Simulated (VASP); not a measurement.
# Sn2F (P6/mmm) in VASP: further runs, part 2 of 2

VASP 6.6.1. Earlier steps stand in the parts before.

### 3 Relaxation of cell and atoms, PBE

This run uses another cell than the first one, of 22.25 Å³/atom.

Contents of INCAR:

```
SYSTEM = Sn2F
ALGO = Normal
EDIFF = 1E-6
EDIFFG = -0.04
ENCUT = 600
GGA = PE
IBRION = 2
ISIF = 3
ISMEAR = 0
LASPH = .TRUE.
LCHARG = .FALSE.
LREAL = .FALSE.
LWAVE = .FALSE.
NELM = 60
NSW = 90
PREC = Accurate
SIGMA = 0.1
```

Contents of KPOINTS:

```
k-points
0
G
  6 6 6
  0 0 0
```

Contents of POSCAR:

```
Sn2F
1.0
    5.1486561246      0.0000000000      0.0000000000
   -2.5743280623      4.4588669992      0.0000000000
    0.0000000000      0.0000000000      2.9075884197
Sn F
2 1
Direct
    0.3333333333      0.6666666667      0.0000000000
    0.6666666667      0.3333333333      0.0000000000
    0.0000000000      0.0000000000      0.0000000000
```

Potentials or basis: VASP PAW PBE potentials, release 64 (Sn_d, F).

Started as:

```sh
> cat potpaw_PBE.64/Sn_d/POTCAR potpaw_PBE.64/F/POTCAR > POTCAR
> mpirun -np 1 vasp_std > vasp.out
```

OUTCAR:

```text
SYSTEM = Sn2F
   EDIFF = 1E-6
   EDIFFG = -0.04
   ENCUT = 600
   GGA = PE
   IBRION = 2
   ISIF = 3
   ISMEAR = 0
   LASPH = .TRUE.
   LREAL = .FALSE.
   NELM = 60
   NSW = 90
   PREC = Accurate

 ion  position               nearest neighbor table
   1  0.333  0.667  0.000-   2 2.97   2 2.97   2 2.97
   2  0.667  0.333  0.000-   1 2.97   1 2.97   1 2.97
   3  0.000  0.000  0.000-

  LATTYP: Found a hexagonal cell.
 ALAT       =     5.1486561246
 C/A-ratio  =     0.5647276395

  Lattice vectors:

 A1 = (   5.1486561246,   0.0000000000,   0.0000000000)
 A2 = (  -2.5743280623,   4.4588669992,   0.0000000000)
 A3 = (   0.0000000000,   0.0000000000,   2.9075884197)

Analysis of symmetry for initial positions (statically):
=====================================================================
 Subroutine PRICEL returns:
 Original cell was already a primitive cell.

 Routine SETGRP: Setting up the symmetry group for a
 hexagonal supercell.

 Subroutine GETGRP returns: Found 24 space group operations
 (whereof 24 operations were pure point group operations)
 out of a pool of 24 trial point group operations.
[... 166 lines left out ...]

  energy without entropy =      -11.35413497  energy(sigma->0) =      -11.36029671

------------------------ aborting loop because EDIFF is reached ----------------------------------------

  FORCE on cell =-STRESS in cart. coord.  units (eV):
  Direction    XX          YY          ZZ          XY          YZ          ZX
  --------------------------------------------------------------------------------------
  -------------------------------------------------------------------------------------
  Total       -1.7174960     -1.7174960      4.4605450      0.0000000     -0.0000000      0.0000000
  in kB      -41.2244594    -41.2244594    107.0649134      0.0000000     -0.0000000      0.0000000
  external PRESSURE =       8.2053316 kB  Pullay stress =       0.0000000 kB
[... 172 lines left out ...]
--------------------------------------- Ionic step        6  -------------------------------------------

 number of electron      34.9999992 magnetization

 Free energy of the ion-electron system (eV)
  ---------------------------------------------------
  ext. energy  EPLUGINS =         0.00000000
  ---------------------------------------------------
  free energy    TOTEN  =       -11.59982486 eV

  energy without entropy =      -11.59060398  energy(sigma->0) =      -11.59521442

 E-fermi :   5.4886     XC(G=0):  -9.7775

 val. band max:        5.4733452529   @ k =   0.1667  -0.0000   0.1667
 cond. band min:       5.5535846129   @ k =   0.3333   0.1667   0.5000
 fundamental gap:      0.0802393600
 Fermi energy:         5.4885950145

 k-point     1 :       0.0000    0.0000    0.0000
  band No.  band energies     occupation
      1     -16.1768      2.00000
      2     -15.9074      2.00000
      3     -15.9074      2.00000
      4     -15.8435      2.00000
      5     -15.8349      2.00000
      6     -15.8099      2.00000
[... 565 lines left out ...]
     20       8.6230      0.00000
     21      10.7617      0.00000

 [... further k-points ...]
[... 5 lines left out ...]
  --------------------------------------------------------------------------------------
  -------------------------------------------------------------------------------------
  Total       -0.0596149     -0.0596149     -0.0304423      0.0000000      0.0000000      0.0000000
  in kB       -1.3911354     -1.3911354     -0.7103832      0.0000000      0.0000000      0.0000000
  external PRESSURE =      -1.1642180 kB  Pullay stress =       0.0000000 kB
[... 18 lines left out ...]
  FREE ENERGIE OF THE ION-ELECTRON SYSTEM (eV)
  ---------------------------------------------------
  free  energy   TOTEN  =       -11.5998248591 eV

  energy  without entropy=      -11.5906039776  energy(sigma->0) =      -11.59521442

 reached required accuracy - stopping structural energy minimisation
```

OSZICAR:

```text
N       E                     dE             d eps       ncg     rms          rms(c)
DAV:   1     0.336328083211E+03    0.33633E+03   -0.19341E+04  1181   0.268E+03
DAV:   2     0.309118932557E+02   -0.30542E+03   -0.29647E+03  1216   0.580E+02
DAV:   3    -0.109386862650E+02   -0.41851E+02   -0.41040E+02  1347   0.185E+02
DAV:   4    -0.127857555966E+02   -0.18471E+01   -0.18326E+01  1309   0.401E+01
[... 56 lines left out ...]
DAV:   5    -0.115999066452E+02    0.15676E-03   -0.77413E-04  1630   0.363E-01    0.229E-02
DAV:   6    -0.115998351040E+02    0.71541E-04   -0.91881E-05  1399   0.105E-01    0.880E-03
DAV:   7    -0.115998259680E+02    0.91360E-05   -0.11657E-05  1400   0.388E-02    0.453E-03
DAV:   8    -0.115998245604E+02    0.14076E-05   -0.66417E-07   598   0.205E-02    0.970E-04
DAV:   9    -0.115998248591E+02   -0.29877E-06   -0.48961E-07   588   0.824E-03
   6 F= -.11599825E+02 E0= -.11595214E+02  d E =-.124360E-02
```

It took 4.5 min on 1 thread of Oxide Virtual Turin-like, shared host; peak memory 0.19 GiB.

Results:

```yaml
Free_energy: -11.5998 eV
Relaxed_volume: 22.89 Å³/atom
Relaxed_cell: a = 5.000 Å, b = 5.000 Å, c = 3.171 Å, α = 90.00°, β = 90.00°, γ = 120.00°
Space_group_after_relaxing_to_0.1_Å: P6/mmm (No. 191)
Energy_gained_by_relaxing: 77.8 meV/atom
Ionic_steps: 6
Pressure_after_relaxing: -0.1 GPa
Band_gap_on_the_k_mesh: zero (an odd number of electrons rules out a gap without spin polarisation)
```

Step by step:
| step | energy change (eV) | largest force (eV/Å) | pressure (GPa) | volume (Å³) |
| --- | --- | --- | --- | --- |
| 1 | 0.0000 | 0.0000 | 0.82 | 66.75 |
| 2 | -0.2285 | 0.0000 | 0.40 | 67.64 |
| 3 | -0.2319 | 0.0000 | 0.49 | 67.73 |
| 4 | -0.2322 | 0.0000 | 0.56 | 67.76 |
| 5 | -0.2321 | 0.0000 | 0.60 | 67.77 |
| 6 | -0.2334 | 0.0000 | -0.12 | 68.66 |

Final structure:
```yaml
crystal:
  lattice:
    - [4.99990, 0.00000, 0.00000]
    - [-2.49995, 4.33004, 0.00000]
    - [0.00000, 0.00000, 3.17135]
  atoms:
    - { symbol: Sn, position: [0.33333, 0.66667, 0.00000] }
    - { symbol: Sn, position: [0.66667, 0.33333, 0.00000] }
    - { symbol: F, position: [0.00000, 0.00000, 0.00000] }
```

Caveat: the k points lie up to 0.33 Å⁻¹ apart in the final cell, too coarse for converged energies and pressures of a metal; spin-orbit coupling is left out, which moves the levels of the heavy elements.

### 4 Single point, PBE

This run uses another cell than the first one, of 22.75 Å³/atom.

Contents of INCAR:

```
  PREC = Accurate
  ENCUT = 520
  EDIFF = 1E-6
  ISMEAR = 0
  SIGMA = 0.1
  LREAL = F
  LASPH = T
  NELM = 80
  ALGO = Fast
  ISIF = 2
  LWAVE = F
  LCHARG = T
  GGA = PE
  LELF = T
  LVHAR = T
  NBANDS = 24
```

Contents of KPOINTS:

```
Automatic mesh
0
Gamma
  12 12 14
```

Contents of POSCAR:

```
Sn2F
1.0
    5.0106860566      0.0000000000      0.0000000000
   -2.5053430283      4.3393814154      0.0000000000
    0.0000000000      0.0000000000      3.1386426416
Sn F
2 1
Direct
    0.3333333333      0.6666666667      0.0000000000
    0.6666666667      0.3333333333      0.0000000000
    0.0000000000      0.0000000000      0.0000000000
```

Started as:

```sh
> cat potpaw_PBE.64/Sn_d/POTCAR potpaw_PBE.64/F/POTCAR > POTCAR
> mpirun -np 1 vasp_std > vasp.out
```

Wall time 6.4 min (1 thread of Oxide Virtual Turin-like, shared host); peak memory 0.31 GiB.

The run converged. Its results:

```yaml
Free_energy: -11.5794 eV
Pressure: -0.2 GPa
Band_gap_on_the_k_mesh: zero (an odd number of electrons rules out a gap without spin polarisation)
```

Levels at points of the mesh, in eV from the Fermi level:
```
           k point  band 14  band 15  band 16  band 17  band 18  band 19  band 20  band 21
(0.00, 0.00, 0.00)    -3.77    -3.77    -2.28    -1.87    -1.87     4.01     4.01     5.35
(0.50, 0.00, 0.00)    -4.60    -2.73    -2.25    -0.85     0.30     5.15     5.49     6.30
(0.00, 0.00, 0.50)    -3.45    -3.45    -2.36    -0.79     0.21     0.21     0.50     5.94
(0.50, 0.00, 0.50)    -3.88    -3.38    -2.93    -2.24    -1.41     0.71     3.07     4.99
```

Caveat: spin-orbit coupling is left out, which moves the levels of the heavy elements.

### 5 Overview

| task | cell | k mesh | cutoff (eV) | gap on the mesh (eV) | pressure (GPa) |
| --- | --- | --- | --- | --- | --- |
| single point | a = 5.001, b = 5.001, c = 3.168 Å, angles 90.0, 90.0, 120.0°, 3 atoms | 6 × 6 × 6 | 520 | none | -0.1 |
| relaxation of cell and atoms | relaxed from a = 5.149, b = 5.149, c = 2.908 Å, angles 90.0, 90.0, 120.0°, 3 atoms | 6 × 6 × 6 | 600 | none | -0.1 |
| single point | a = 5.011, b = 5.011, c = 3.139 Å, angles 90.0, 90.0, 120.0°, 3 atoms | 12 × 12 × 14 | 520 | none | -0.2 |

Alike in all rows: level PBE; potentials or basis VASP PAW PBE potentials, release 64 (Sn_d, F); no spin polarisation; smearing gaussian 0.1 eV.

Caveats: some runs use coarse meshes; spin-orbit coupling is left out, which moves the levels of the heavy elements.

Absolute energies hang on the potentials; compare differences alone.

The gap in the log of VASP goes by the Fermi energy; the results here count the filled bands.